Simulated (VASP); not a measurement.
# GaP in VASP: further runs

The runs below take GaP through single point, with PBEsol.

Program: VASP 6.6.1. These are calculated values, not measurements. Logs are shortened: lines on timing, memory, paths and dates and some standing lists are left out, and cuts for length are marked.

### 1 The cell of the first run

The cell holds a wire with vacuum, 4 atoms: a = 11.200 Å, b = 9.300 Å, c = 4.239 Å, α = 90.00°, β = 90.00°, γ = 90.00°.

### 2 Single point, PBEsol, collinear spin, ferromagnetic start

INCAR

```
SYSTEM = GaP
PREC = Accurate
ENCUT = 520
EDIFF = 1E-7
ISMEAR = 0
SIGMA = 0.05
LREAL = .False.
LASPH = .True.
NELM = 150
ALGO = Normal
ISIF = 2
LWAVE = .False.
LCHARG = .False.
ISPIN = 2
MAGMOM = 0.5 0.5 0.5 0.5
LORBIT = 11
GGA = PS
NBANDS = 30
```

KPOINTS

```
regular mesh
0
Gamma
  1 1 15
  0 0 0
```

POSCAR

```
GaP
1.0
   11.2000000000      0.0000000000      0.0000000000
    0.0000000000      9.3000000000      0.0000000000
    0.0000000000      0.0000000000      4.2388524166
Ga P
2 2
Direct
    0.4006518965      0.5000000000      0.0000000000
    0.5993481035      0.5000000000      0.5000000000
    0.4006518965      0.5000000000      0.5000000000
    0.5993481035      0.5000000000      0.0000000000
```

Potentials or basis: VASP PAW PBE potentials, release 64 (Ga_d, P).

Started as:

```bash
> cat potpaw_PBE.64/Ga_d/POTCAR potpaw_PBE.64/P/POTCAR > POTCAR
> mpirun -np 1 vasp_std > vasp.out
```

OUTCAR:

```text
SYSTEM = GaP
   PREC = Accurate
   ENCUT = 520
   EDIFF = 1E-7
   ISMEAR = 0
   LREAL = .False.
   LASPH = .True.
   NELM = 150
   ISIF = 2
   ISPIN = 2
   LORBIT = 11
   GGA = PS

 ion  position               nearest neighbor table
   1  0.401  0.500  0.000-   3 2.12   3 2.12   4 2.23
   2  0.599  0.500  0.500-   4 2.12   4 2.12   3 2.23
   3  0.401  0.500  0.500-   1 2.12   1 2.12   2 2.23
   4  0.599  0.500  0.000-   2 2.12   2 2.12   1 2.23

  LATTYP: Found a simple orthorhombic cell.
 ALAT       =     4.2388524166
 B/A-ratio  =     2.1939900440
 C/A-ratio  =     2.6422245691

  Lattice vectors:

 A1 = (   0.0000000000,   0.0000000000,  -4.2388524166)
 A2 = (   0.0000000000,   9.3000000000,   0.0000000000)
 A3 = (  11.2000000000,   0.0000000000,   0.0000000000)

Analysis of symmetry for initial positions (statically):
=====================================================================
 Subroutine PRICEL returns:
 Original cell was already a primitive cell.

 Routine SETGRP: Setting up the symmetry group for a
 simple orthorhombic supercell.

 Subroutine GETGRP returns: Found  8 space group operations
 (whereof  4 operations were pure point group operations)
 out of a pool of  8 trial point group operations.

The static configuration has the point symmetry C_2v.
 The point group associated with its full space group is D_2h.

Analysis of symmetry for dynamics (positions and initial velocities):
=====================================================================
 Subroutine PRICEL returns:
 Original cell was already a primitive cell.

 Routine SETGRP: Setting up the symmetry group for a
 simple orthorhombic supercell.

 Subroutine GETGRP returns: Found  8 space group operations
 (whereof  4 operations were pure point group operations)
 out of a pool of  8 trial point group operations.

The dynamic configuration has the point symmetry C_2v.
 The point group associated with its full space group is D_2h.

Analysis of structural, dynamic, and magnetic symmetry:
=====================================================================
 Subroutine PRICEL returns:
 Original cell was already a primitive cell.

 Routine SETGRP: Setting up the symmetry group for a
 simple orthorhombic supercell.

 Subroutine GETGRP returns: Found  8 space group operations
 (whereof  4 operations were pure point group operations)
 out of a pool of  8 trial point group operations.

The overall configuration has the point symmetry C_2v.
 The point group associated with its full space group is D_2h.
[... 114 lines left out ...]
   IVDW    =     0    specifies the selected vdW correction
   LEPSILON=     F    determine dielectric tensor
   LRPA    =     F    only Hartree local field effects (RPA)
 spin polarized calculation
 Gauss-broadening in eV      SIGMA  =   0.05
  energy-cutoff  :      520.00
  volume of cell :      441.52
 maximum number of plane-waves:     11926
 NGX is ok and might be reduce to    84
   NGX = 41   NGY = 35   NGZ = 15

 number of electron      35.9999994 magnetization      -0.0000034

 number of electron      35.9999994 magnetization       0.0000044

 Free energy of the ion-electron system (eV)
  ---------------------------------------------------
  ext. energy  EPLUGINS =         0.00000000
  ---------------------------------------------------
  free energy    TOTEN  =       -14.76606793 eV

  energy without entropy =      -14.76606793  energy(sigma->0) =      -14.76606793

 E-fermi :  -3.1056     XC(G=0):  -2.7998

 val. band max:       -3.3847207840   @ k =   0.0000   0.0000   0.3333
 cond. band min:      -2.4264943976   @ k =   0.0000   0.0000   0.0000
 fundamental gap:      0.9582263864
 Fermi energy:        -3.1056426583

 spin component 1

 k-point     1 :       0.0000    0.0000    0.0000
  band No.  band energies     occupation
      1     -18.6824      1.00000
      2     -18.6405      1.00000
      3     -18.1863      1.00000
      4     -18.1338      1.00000
      5     -18.1286      1.00000
      6     -18.0915      1.00000
[... 253 lines left out ...]
     29       3.9795      0.00000
     30       4.1152      0.00000
 Fermi energy:        -3.1056426583

 spin component 2

 k-point     1 :       0.0000    0.0000    0.0000
  band No.  band energies     occupation
      1     -18.6824      1.00000
      2     -18.6405      1.00000
      3     -18.1863      1.00000
      4     -18.1338      1.00000
      5     -18.1286      1.00000
      6     -18.0915      1.00000
[... 253 lines left out ...]
     29       3.9799      0.00000
     30       4.1169      0.00000

------------------------ aborting loop because EDIFF is reached ----------------------------------------

  FORCE on cell =-STRESS in cart. coord.  units (eV):
  Direction    XX          YY          ZZ          XY          YZ          ZX
  --------------------------------------------------------------------------------------
  -------------------------------------------------------------------------------------
  Total        5.7247592      0.0299985     16.1585012      0.0000000      0.0000000      0.0000000
  in kB       20.7739240      0.1088582     58.6357371      0.0000000      0.0000000      0.0000000
  external PRESSURE =      26.5061731 kB  Pullay stress =       0.0000000 kB

 VOLUME and BASIS-vectors are now :
 -----------------------------------------------------------------------------
  energy-cutoff  :      520.00
  volume of cell :      441.52
      direct lattice vectors                 reciprocal lattice vectors
    11.200000000  0.000000000  0.000000000     0.089285714  0.000000000  0.000000000
     0.000000000  9.300000000  0.000000000     0.000000000  0.107526882  0.000000000
     0.000000000  0.000000000  4.238852417     0.000000000  0.000000000  0.235912908

 POSITION                                       TOTAL-FORCE (eV/Angst)
 -----------------------------------------------------------------------------------
      4.48730      4.65000      0.00000        -0.926376      0.000000      0.000000
      6.71270      4.65000      2.11943         0.926376      0.000000      0.000000
      4.48730      4.65000      2.11943        -1.656082      0.000000      0.000000
      6.71270      4.65000      0.00000         1.656082      0.000000      0.000000
 -----------------------------------------------------------------------------------
    total drift:                                0.000000      0.000000      0.000000

  FREE ENERGIE OF THE ION-ELECTRON SYSTEM (eV)
  ---------------------------------------------------
  free  energy   TOTEN  =       -14.7660679269 eV

  energy  without entropy=      -14.7660679269  energy(sigma->0) =      -14.76606793

 total charge

# of ion       s       p       d       tot
------------------------------------------
    1        0.945   0.905  10.049  11.900
    2        0.945   0.905  10.049  11.900
    3        1.026   1.575   0.000   2.601
    4        1.026   1.575   0.000   2.601
--------------------------------------------------
tot          3.943   4.961  20.099  29.002

 magnetization (x)

# of ion       s       p       d       tot
------------------------------------------
    1        0.000   0.000   0.000   0.000
    2        0.000   0.000   0.000   0.000
    3       -0.000  -0.000   0.000  -0.000
    4       -0.000  -0.000   0.000  -0.000
--------------------------------------------------
tot          0.000  -0.000   0.000  -0.000
```

Wall time 14 min (1 thread of AMD EPYC 7R13, shared host); peak memory 0.65 GiB.

What came out:

```
Free energy                                           : -14.7661 eV
Largest force                                         : 1.656 eV/Å
Band gap on the k mesh                                : 0.96 eV, indirect (least direct gap 1.29 eV)
Net moment                                            : 0.00 μB per cell
Valence electrons inside the program's atomic spheres : Ga 11.90; P 2.60
```

Forces in eV/Å, atoms in the order of the input:
```
Ga  -0.926  0.000  0.000
Ga   0.926  0.000  0.000
P   -1.656  0.000  0.000
P    1.656  0.000  0.000
```

Levels at points of the mesh, in eV from the valence-band top:
Spin up:
```
           k point  band 16  band 17  band 18  band 19  band 20  band 21
(0.00, 0.00, 0.00)    -2.71    -2.37    -0.33     0.96     2.52     4.12
```
Spin down:
| k point | band 15 | band 16 | band 17 | band 18 | band 19 | band 20 | band 21 | band 22 |
| --- | --- | --- | --- | --- | --- | --- | --- | --- |
| (0.00, 0.00, 0.00) | -3.18 | -2.71 | -2.37 | -0.33 | 0.96 | 2.52 | 4.12 | 4.12 |

Caveat: the PAW data sets were made with another functional, which shifts forces and pressure a little.

### 3 Single point, PBEsol, collinear spin, ferromagnetic start

This run uses another cell than the first one, of 114.42 Å³/atom, 1.037 times its volume.

INCAR

```
SYSTEM = GaP
PREC = Accurate
ENCUT = 520
EDIFF = 1E-6
ISMEAR = 0
SIGMA = 0.05
LREAL = .FALSE.
LASPH = .TRUE.
NELM = 150
ALGO = Normal
ISIF = 2
LWAVE = .FALSE.
LCHARG = .FALSE.
ISPIN = 2
MAGMOM = 0.5 0.5 0.5 0.5
LORBIT = 11
GGA = PS
NBANDS = 30
```

KPOINTS

```
regular mesh
0
G
  1 1 15
  0 0 0
```

POSCAR

```
GaP
1.0
   11.2000000000      0.0000000000      0.0000000000
    0.0000000000      9.3000000000      0.0000000000
    0.0000000000      0.0000000000      4.3940213532
Ga P
2 2
Direct
    0.4249147725      0.5000000000      0.0000000000
    0.5750852275      0.5000000000      0.5000000000
    0.3664636386      0.5000000000      0.5000000000
    0.6335363614      0.5000000000      0.0000000000
```

Potentials or basis: VASP PAW PBE potentials, release 64 (Ga_d, P).

Started as:

```bash
> cat potpaw_PBE.64/Ga_d/POTCAR potpaw_PBE.64/P/POTCAR > POTCAR
> mpirun -np 1 vasp_std > vasp.out
```

Wall time 12 min (1 thread of AMD EPYC 7R13, shared host); peak memory 0.66 GiB.

The run converged. Its results:

* Free energy: -15.6578 eV
* Largest force: 0.010 eV/Å
* Band gap on the k mesh: 0.44 eV, indirect (least direct gap 0.61 eV)
* Net moment: 0.00 μB per cell
* Valence electrons inside the program's atomic spheres: Ga 11.66; P 2.49

Forces on the atoms (eV/Å):
```
Ga   0.010  0.000  0.000
Ga  -0.010  0.000  0.000
P    0.006  0.000  0.000
P   -0.006  0.000  0.000
```

Levels at points of the mesh, in eV from the valence-band top:
Spin up:
| k point | band 16 | band 17 | band 18 | band 19 | band 20 | band 21 |
| --- | --- | --- | --- | --- | --- | --- |
| (0.00, 0.00, 0.00) | -2.14 | -1.79 | -0.24 | 0.47 | 0.73 | 4.28 |
Spin down:
| k point | band 16 | band 17 | band 18 | band 19 | band 20 | band 21 |
| --- | --- | --- | --- | --- | --- | --- |
| (0.00, 0.00, 0.00) | -2.14 | -1.79 | -0.24 | 0.47 | 0.73 | 4.29 |

Caveat: the PAW data sets were made with another functional, which shifts forces and pressure a little.
